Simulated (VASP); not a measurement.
Zn:

```
Zn
1.0
    -1.59358    1.77662    1.74602
     1.50392   -1.50664    1.38638
     1.54411    1.45717   -1.47605
Zn
1
Direct
  0.00000 0.00000 0.00000
```

| Property | Result |
| --- | --- |
| Program | VASP 6.6.1 |
| Task | relaxation of cell and atoms |
| Functional | PBE |
| Dispersion | D4 |
| Potentials or basis | VASP PAW PBE potentials, release 64 (Zn) |
| Cutoff | 600 eV |
| k mesh | 11 × 12 × 12 |
| Occupations | fermi-dirac, width 0.05 eV |
| Spin | no spin polarisation |

At the start: pressure -0.7 GPa; volume 15.31 Å³/atom.

Problem. How do energy, volume and symmetry change on relaxing?

Solution. Over 25 steps the energy falls by 81.8 meV/atom and the volume is 14.84 Å³/atom (-3.1 %); space group P-1 (No. 2, to 0.05 Å).

Step by step:
```tsv
step	energy change (eV)	largest force (eV/Å)	pressure (GPa)	volume (Å³)
1	0.0000	0.0000	-0.69	15.31
2	-0.0143	0.0000	-0.88	15.16
3	-0.0233	0.0000	-0.55	14.99
4	-0.0385	0.0000	0.65	14.62
5	-0.0169	0.0000	7.71	13.75
6	-0.0420	0.0000	2.02	14.35
7	-0.0537	0.0000	0.80	14.57
8	-0.0581	0.0000	0.11	14.73
9	-0.0617	0.0000	-0.56	15.03
10	-0.0612	0.0000	-0.37	14.91
11	-0.0721	0.0000	-0.11	15.03
12	-0.0723	0.0000	-0.06	15.02
13	-0.0772	0.0000	-0.39	15.00
14	-0.0795	0.0000	-0.48	14.98
15	-0.0753	0.0000	-0.31	14.92
16	-0.0798	0.0000	-0.50	14.97
17	-0.0799	0.0000	-0.37	14.97
18	-0.0811	0.0000	0.11	14.84
19	-0.0813	0.0000	0.34	14.79
20	-0.0818	0.0000	-0.12	14.87
21	-0.0818	0.0000	-0.20	14.87
22	-0.0818	0.0000	0.17	14.82
23	-0.0818	0.0000	-0.14	14.85
24	-0.0818	0.0000	0.11	14.84
25	-0.0818	0.0000	0.07	14.84
```

Final structure:
```
Zn
1.0
    -1.29914    1.79018    1.57536
     1.27010   -1.83192    1.62255
     1.31346    1.80341   -1.63458
Zn
1
Direct
  0.00000 0.00000 0.00000
```

Caveat: pairwise dispersion overbinds metals, which lowers pressure and volume.
